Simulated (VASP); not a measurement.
Set up this calculation in VASP 6.6.1, as the native input.

| Property | Result |
| --- | --- |
| Task | relaxation of cell and atoms |
| Functional | PBE |
| Potentials or basis | VASP PAW PBE potentials, release 64 (Be, Zn, Te, Se) |
| Cutoff | 600 eV |
| k mesh | 10 × 10 × 4 |
| Occupations | gaussian, width 0.1 eV |
| Spin | no spin polarisation |
| Dipole correction | no |
| Further INCAR settings | ALGO = Normal; EDIFF = 1e-06; IBRION = 2; EDIFFG = -0.01; NSW = 100; ISIF = 3 |

The structure of Be2ZnTe2Se lies in POSCAR:

```
Be2ZnTe2Se
1.0
    3.5835566701      0.0000000000      0.0000000000
    0.0000000000      3.5835566701      0.0000000000
    0.0000000000      0.0000000000     11.2411276681
Be Zn Te Se
2 1 2 1
Direct
    0.5000000000      0.0000000000      0.5724883826
    0.0000000000      0.5000000000      0.4275116174
    0.5000000000      0.5000000000      0.0000000000
    0.5000000000      0.0000000000      0.3544572762
    0.0000000000      0.5000000000      0.6455427238
    0.0000000000      0.0000000000      0.0000000000
```

The cell was generated, and may not be a known phase.

The input as run:

INCAR

```
ALGO = Normal
EDIFF = 1E-6
EDIFFG = -0.01
ENCUT = 600
GGA = PE
IBRION = 2
ISIF = 3
ISMEAR = 0
LASPH = T
LCHARG = F
LREAL = F
LWAVE = F
NELM = 80
NSW = 100
PREC = Accurate
SIGMA = 0.1
```

KPOINTS

```
k-points
0
Gamma
  10 10 4
```

Potentials or basis: VASP PAW PBE potentials, release 64 (Be, Zn, Te, Se).

Command:

```bash
$ cat potpaw_PBE.64/Be/POTCAR potpaw_PBE.64/Zn/POTCAR potpaw_PBE.64/Te/POTCAR potpaw_PBE.64/Se/POTCAR > POTCAR
$ mpirun -np 1 vasp_std > vasp.out
```

Results of the run:

The relaxed volume is 25.90 Å³/atom. The relaxed cell is a = 3.600 Å, b = 3.600 Å, c = 11.991 Å, α = 90.00°, β = 90.00°, γ = 90.00°, the space group after relaxing (to 0.1 Å) is P-4m2 (No. 115) and the energy gained by relaxing is 2.4 meV/atom. The ionic steps are 22. The pressure after relaxing is 0.0 GPa. The band gap on the k mesh is zero (bands 17 and 18 overlap by 1.38 eV).

Caveat: spin-orbit coupling is left out, which moves the levels of the heavy elements.

Wall time 26 min on 1 thread of Intel(R) Xeon(R) Platinum 8488C (Sapphire Rapids), on a shared host, peak memory 0.51 GiB.
